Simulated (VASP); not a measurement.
Input of a VASP 6.6.1 run:

INCAR

```
PREC = Accurate
ENCUT = 600
EDIFF = 1E-7
ISMEAR = -1
SIGMA = 0.02
LREAL = False
LASPH = True
NELM = 80
ALGO = Normal
ISIF = 3
LWAVE = False
LCHARG = False
GGA = CA
IBRION = 2
NSW = 80
EDIFFG = -0.005
```

Contents of KPOINTS:

```
Automatic mesh
0
Gamma
  6 6 4
```

Contents of POSCAR:

```
PbO
1.0
    4.3044152338      0.0000000000      0.0000000000
   -2.1522076169      3.7277329409      0.0000000000
    0.0000000000      0.0000000000      5.3330530216
Pb O
2 2
Direct
    0.3333333333      0.6666666667      0.2500000000
    0.6666666667      0.3333333333      0.7500000000
    0.6666666667      0.3333333333      0.2500000000
    0.3333333333      0.6666666667      0.7500000000
```

Potentials or basis: VASP PAW LDA potentials, release 64 (Pb_d, O).

Command:

```console
$ cat potpaw_LDA.64/Pb_d/POTCAR potpaw_LDA.64/O/POTCAR > POTCAR
$ mpirun -np 1 vasp_std > vasp.out
```

(1) What does it give for the relaxed cell?

(2) Predict the relaxed volume.

## Answers

(1) a = 4.199 Å, b = 4.199 Å, c = 5.181 Å, α = 90.00°, β = 90.00°, γ = 120.00°.

(2) 19.78 Å³/atom.
